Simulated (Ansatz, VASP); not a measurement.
**ZrWS5 in VASP and in Ansatz**

File INCAR:

```
SYSTEM = ZrWS5
PREC = Accurate
ENCUT = 520
EDIFF = 1E-6
ISMEAR = 0
SIGMA = 0.1
LREAL = .FALSE.
LASPH = .TRUE.
NELM = 80
ALGO = Normal
ISIF = 2
LWAVE = .FALSE.
LCHARG = .FALSE.
GGA = PE
NBANDS = 37
```

File KPOINTS:

```
regular mesh
0
G
  4 4 2
  0 0 0
```

Contents of POSCAR:

```
ZrWS5
1.0
    4.2616002700      0.0000000000      0.0000000000
    0.0000000000      4.2616002700      0.0000000000
    0.0000000000      0.0000000000      7.7478989600
Zr W S
1 1 5
Direct
    0.5000000000      0.5000000000      0.0000000000
    0.0000000000      0.0000000000      0.5000000000
    0.0000000000      0.5000000000      0.2751304800
    0.0000000000      0.5000000000      0.7248695200
    0.5000000000      0.0000000000      0.2751304800
    0.5000000000      0.0000000000      0.7248695200
    0.0000000000      0.0000000000      0.0000000000
```

Input for Ansatz:

```yaml
crystal:
  lattice:
    - [4.26160027, 0.0, 0.0]
    - [0.0, 4.26160027, 0.0]
    - [0.0, 0.0, 7.74789896]
  atoms:
    - { symbol: Zr, position: [0.5, 0.5, 0.0] }
    - { symbol: W, position: [0.0, 0.0, 0.5] }
    - { symbol: S, position: [0.0, 0.5, 0.27513048] }
    - { symbol: S, position: [0.0, 0.5, 0.72486952] }
    - { symbol: S, position: [0.5, 0.0, 0.27513048] }
    - { symbol: S, position: [0.5, 0.0, 0.72486952] }
    - { symbol: S, position: [0.0, 0.0, 0.0] }
basis:
  ecutwfc: 420
kpoints:
  mp_grid: { grid: [4, 4, 2] }
hamiltonian:
  xc: pbe
scf:
  occupations: { method: gaussian, width: 0.1 }
  lower_state_search: "off"
output:
  forces: true
  stress: true
  eigenvalues: true
```

Change from the starting cell: species swapped into the ZnAsPt5 type (P4/mmm, No. 123).

Alike in both runs: task single point; functional PBE; k mesh 4 × 4 × 2; occupations gaussian, width 0.1 eV; no spin polarisation.

|  | VASP | Ansatz |
| --- | --- | --- |
| version | VASP 6.6.1 | Ansatz 0.2.0 |
| potentials or method | VASP PAW PBE potentials, release 64 (Zr_sv, W_sv, S), cutoff 520 eV | scalar-relativistic, plane waves, PAW |
| valence electrons in the cell | 56 | 56 |

|  | VASP | Ansatz | Ansatz less VASP |
| --- | --- | --- | --- |
| gap on the k mesh at the Fermi level (eV) | none | none | - |
| pressure (GPa) | -15.3 | -15.3 | +0.03 |
| traceless stress, the component that is largest in VASP (GPa) | -3.66 | -3.66 | 0.000 |
| rms of the force components (eV/Å) | 0.584 | 0.584 | -0.0001 |

Atom by atom the forces differ by 0.000 eV/Å (rms over components). A gap of «none» marks a metal or a gap that the smearing closes.

The k mesh is coarse, so the values compare programs but aren't converged. Spin-orbit coupling is off throughout.
